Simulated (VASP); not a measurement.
Crystal: BN.

```
B N
1.0
     0.02364    1.80482    1.80482
     1.80482    0.02364    1.80482
     1.82847    1.82847    0.00000
B N
1 1
Cartesian
  0.0000 0.0000 0.0004
  0.9142 0.9142 0.9020
```

This cell differs from its parent crystal: shear xy strain +2.6%.

Base run:

* Program: VASP 6.6.1
* Functional: HSE06
* Potentials or basis: VASP PAW PBE potentials, release 64 (B, N)
* Cutoff: 520 eV
* k mesh: 8 × 8 × 8
* Occupations: gaussian, width 0.01 eV
* Spin: no spin polarisation

Its results: band gap on the k mesh 5.68 eV (least direct gap 10.16 eV); pressure -3.6 GPa; largest force 0.025 eV/Å.

The run is repeated on the same cell with these changes: functional from HSE06 to r2SCAN; k mesh from 8 × 8 × 8 to 12 × 12 × 12. What comes out?

Band gap on the k mesh 4.87 eV (least direct gap 9.14 eV); pressure 1.5 GPa; largest force 0.006 eV/Å.

Several settings changed at once.

Caveats: the PAW data sets were made with another functional, which shifts forces and pressure a little; the cell stands under tension (at least some runs).

A k mesh can miss the band edges.
